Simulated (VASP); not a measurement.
The system is TiO2.

```xyz
12
Lattice="1.4741 -4.7965 0.0000 1.4741 4.7965 0.0000 0.0000 0.0000 10.2352" Properties=species:S:1:pos:R:3 pbc="T T T"
Ti    1.4741   -3.5198    5.9686
Ti    1.4741    3.5198    4.2666
Ti    1.4741   -3.5198    9.3842
Ti    1.4741    3.5198    0.8510
O     1.4741    0.0000    5.1176
O     1.4741    0.0000    0.0000
O     1.4741   -4.1656    7.6764
O     1.4741    4.1656    2.5588
O     1.4741   -2.4405    1.0529
O     1.4741    2.4405    9.1824
O     1.4741    2.4405    6.1705
O     1.4741   -2.4405    4.0648
```

Base run:

```yaml
Program: VASP 6.6.1
Functional: PBEsol
Potentials_or_basis: VASP PAW PBE potentials, release 64 (Ti_sv, O)
Cutoff: 520 eV
k_mesh: 9 × 9 × 3
Occupations: fermi-dirac, width 0.05 eV
Spin: no spin polarisation
```

Its results: band gap on the k mesh 2.52 eV (least direct gap 2.61 eV); pressure -6.3 GPa; largest force 0.340 eV/Å.

Question: The run is repeated on the same cell with these changes: functional from PBEsol to PBE; k mesh from 9 × 9 × 3 to 7 × 7 × 2. What comes out?

Answer: Band gap on the k mesh 2.57 eV (least direct gap 2.68 eV); pressure -0.7 GPa; largest force 0.092 eV/Å.

Several settings changed at once.

Caveats: the cell stands under tension (at least some runs); the PAW data sets were made with another functional, which shifts forces and pressure a little (at least some runs).

A k mesh can miss the band edges.
